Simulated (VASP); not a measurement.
As, 5 atoms in the cell. The cell holds a slab with vacuum, 5 atoms: a = 3.824 Å, b = 3.824 Å, c = 18.244 Å, α = 90.00°, β = 90.00°, γ = 60.00°. 

```yaml
Program: VASP 6.6.1
Task: relaxation of the atoms
Functional: LDA
Potentials_or_basis: VASP PAW LDA potentials, release 64 (As)
Cutoff: 520 eV
k_mesh: 5 × 5 × 1
Occupations: fermi-dirac, width 0.05 eV
Spin: no spin polarisation
Dipole_correction: yes
Atoms_held_fixed_from_0: "[0, 1]"
Further_INCAR_settings: ALGO = Normal; EDIFF = 1e-06; IBRION = 2; EDIFFG = -0.03; NSW = 50
```

Potentials or basis: VASP PAW LDA potentials, release 64 (As).

The run is started by

```sh
$ cat potpaw_LDA.64/As/POTCAR > POTCAR
$ mpirun -np 1 vasp_std > vasp.out
```

Hardware: 1 thread of Intel(R) Xeon(R) 6975P-C (Granite Rapids) (shared host).

**Question.** Estimate the wall time of this run.

**Answer.** Wall time 87 s on 1 thread of Intel(R) Xeon(R) 6975P-C (Granite Rapids), on a shared host, peak memory 0.23 GiB. Counts: scf iterations 70, k points 5, ion steps 7.
